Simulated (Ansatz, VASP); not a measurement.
**Two plane-wave programs on Al9H**

```
Al H
1.0
     5.70864    0.00000    0.00000
    -1.42716    9.70333    0.00000
     0.00000    0.00000   22.79027
Al H
18 2
Direct
  0.26622 0.06490 0.17551
  0.76622 0.06490 0.17551
  0.33548 0.34194 0.21922
  0.83548 0.34194 0.21922
  0.14934 0.59735 0.22796
  0.64934 0.59735 0.22796
  0.46319 0.85275 0.23670
  0.96319 0.85275 0.23670
  0.03199 0.12774 0.28083
  0.53199 0.12774 0.28083
  0.09980 0.40427 0.33011
  0.59980 0.40427 0.33011
  0.41443 0.65971 0.33698
  0.91443 0.65971 0.33698
  0.22632 0.91113 0.34493
  0.72632 0.91113 0.34493
  0.29626 0.18146 0.38570
  0.79626 0.18146 0.38570
  0.60628 0.31074 0.43353
  0.60628 0.53862 0.43353
```

Alike in both runs: task single point; functional PBE; k mesh 5 × 3 × 1; occupations gaussian, width 0.1 eV; no spin polarisation.

|  | VASP | Ansatz |
| --- | --- | --- |
| version | VASP 6.6.1 | Ansatz 0.2.0 |
| potentials or method | VASP PAW PBE potentials, release 64 (Al, H), cutoff 520 eV | scalar-relativistic, plane waves, PAW |
| valence electrons in the cell | 56 | 56 |

|  | VASP | Ansatz | Ansatz less VASP |
| --- | --- | --- | --- |
| gap on the k mesh at the Fermi level (eV) | none | none | - |
| rms of the force components (eV/Å) | 0.263 | 0.263 | +0.0001 |

Atom by atom the forces differ by 0.001 eV/Å (rms over components). A gap of «none» marks a metal or a gap that the smearing closes.
